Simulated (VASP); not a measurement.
Crystal: BeZn3Se4.

```
Be Zn Se
1.0
    -2.69500    2.69500    5.39000
     2.69500   -2.69500    5.39000
     2.69500    2.69500   -5.39000
Be Zn Se
1 3 4
Direct
  0.00000 0.00000 0.00000
  0.25000 0.75000 0.50000
  0.75000 0.25000 0.50000
  0.50000 0.50000 0.00000
  0.35850 0.88050 0.00000
  0.11950 0.11950 0.47800
  0.64150 0.64150 0.52200
  0.88050 0.35850 0.00000
```

| Quantity | Value |
| --- | --- |
| Program | VASP 6.6.1 |
| Task | relaxation of cell and atoms |
| Functional | PBE |
| Potentials or basis | VASP PAW PBE potentials, release 64 (Be, Zn, Se) |
| Cutoff | 600 eV |
| k mesh | 3 × 3 × 3 |
| Occupations | gaussian, width 0.15 eV |
| Spin | no spin polarisation |

At the start: pressure 9.1 GPa; volume 19.57 Å³/atom.

Problem. Where does the relaxation end?

Solution. Over 6 steps the energy falls by 67.3 meV/atom and the volume is 21.91 Å³/atom (+11.9 %); space group I-42m (No. 121, to 0.05 Å).

Step by step:
```tsv
step	energy change (eV)	largest force (eV/Å)	pressure (GPa)	volume (Å³)
1	0.0000	0.6997	9.10	156.59
2	-0.4704	0.1277	-2.43	183.15
3	-0.5255	0.2379	-0.16	175.81
4	-0.5254	0.2311	-0.29	176.21
5	-0.5343	0.1321	-0.19	175.82
6	-0.5386	0.0201	-0.05	175.28
```

Final structure:
```
Be Zn Se
1.0
    -2.80056    2.80056    5.58716
     2.80056   -2.80056    5.58716
     2.80056    2.80056   -5.58716
Be Zn Se
1 3 4
Direct
  0.00000 0.00000 0.00000
  0.25000 0.75000 0.50000
  0.75000 0.25000 0.50000
  0.50000 0.50000 0.00000
  0.35050 0.88500 0.00000
  0.11500 0.11500 0.46550
  0.64950 0.64950 0.53450
  0.88500 0.35050 0.00000
```

Caveat: the k points lie up to 0.53 Å⁻¹ apart in the final cell; the relaxation stopped at a loose force limit of 0.08 eV/Å, so its end isn't a converged minimum.
